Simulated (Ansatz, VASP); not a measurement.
TiAl3: VASP beside Ansatz

```
Ti Al
1.0
     2.83968    0.00000    0.00000
     0.00000    4.68126    0.00000
     0.00000    0.00000    4.90074
Ti Al
1 3
Cartesian
  0.0000 2.3406 0.8131
  0.0000 0.0000 4.0965
  1.4198 0.0000 1.6217
  1.4198 2.3406 3.2701
```

Alike in both runs: task single point; functional PBEsol; k mesh 9 × 6 × 6; occupations gaussian, width 0.05 eV; no spin polarisation.

|  | VASP | Ansatz |
| --- | --- | --- |
| version | VASP 6.6.1 | Ansatz 0.2.0 |
| potentials or method | VASP PAW PBE potentials, release 64 (Ti_sv, Al), cutoff 520 eV | all-electron LAPW, scalar-relativistic |

Ansatz gave:

```
gap on the k mesh at the Fermi level (eV)                     : none
pressure (GPa)                                                : -2.4
traceless stress, the component that is largest in VASP (GPa) : -2.23
rms of the force components (eV/Å)                            : 0.020
```

**Question.** What did VASP give for the same quantities?

**Answer.** gap on the k mesh at the Fermi level (eV): none; pressure (GPa): -2.4; traceless stress, the component that is largest in VASP (GPa): -2.24; rms of the force components (eV/Å): 0.019.

VASP's potentials were made for PBE, not for PBEsol. Atom by atom the forces differ by 0.001 eV/Å (rms over components). A gap of «none» marks a metal or a gap that the smearing closes. Ansatz ran all-electron here, and VASP with PAW potentials.
